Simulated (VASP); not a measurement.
A run of VASP 6.6.1 is set up as follows.

INCAR

```
ALGO = Normal
EDIFF = 1E-6
EDIFFG = -0.04
ENCUT = 600
GGA = PE
IBRION = 2
ISIF = 3
ISMEAR = 0
LASPH = True
LCHARG = False
LREAL = False
LWAVE = False
NELM = 100
NSW = 90
PREC = Accurate
SIGMA = 0.1
```

KPOINTS

```
k-points
0
Gamma
  4 4 4
```

Contents of POSCAR:

```
Si3TeW
1.0
    4.6246206900      0.0000000000      0.0000000000
    0.0000000000      4.6246206900      0.0000000000
    0.0000000000      0.0000000000      4.6246206900
Si Te W
3 1 1
Direct
    0.0000000000      0.5000000000      0.5000000000
    0.5000000000      0.0000000000      0.5000000000
    0.5000000000      0.5000000000      0.0000000000
    0.5000000000      0.5000000000      0.5000000000
    0.0000000000      0.0000000000      0.0000000000
```

Potentials or basis: VASP PAW PBE potentials, release 64 (Si, Te, W_sv).

Run with:

```bash
$ cat potpaw_PBE.64/Si/POTCAR potpaw_PBE.64/Te/POTCAR potpaw_PBE.64/W_sv/POTCAR > POTCAR
$ mpirun -np 1 vasp_std > vasp.out
```

Predict the band gap on the k mesh.

zero (band 16 reaches 6.69 eV, above the bottom of band 17 at 6.00 eV).

Predict the space group after relaxing (to 0.05 Å).

Pm-3m (No. 221).

What does it give for the relaxed volume?

23.33 Å³/atom.

Predict the relaxed cell.

a = 4.886 Å, b = 4.886 Å, c = 4.886 Å, α = 90.00°, β = 90.00°, γ = 90.00°.

Step by step:
```csv
step,energy change (eV),largest force (eV/Å),pressure (GPa),volume (Å³)
1,0.0000,0.0000,17.14,98.91
2,-0.4473,0.0000,-6.20,132.40
3,-0.8022,0.0000,-0.09,116.66
```

Caveat: the volume moved by over 15 % at a fixed basis, so the end points are rough; spin-orbit coupling is left out, which moves the levels of the heavy elements.
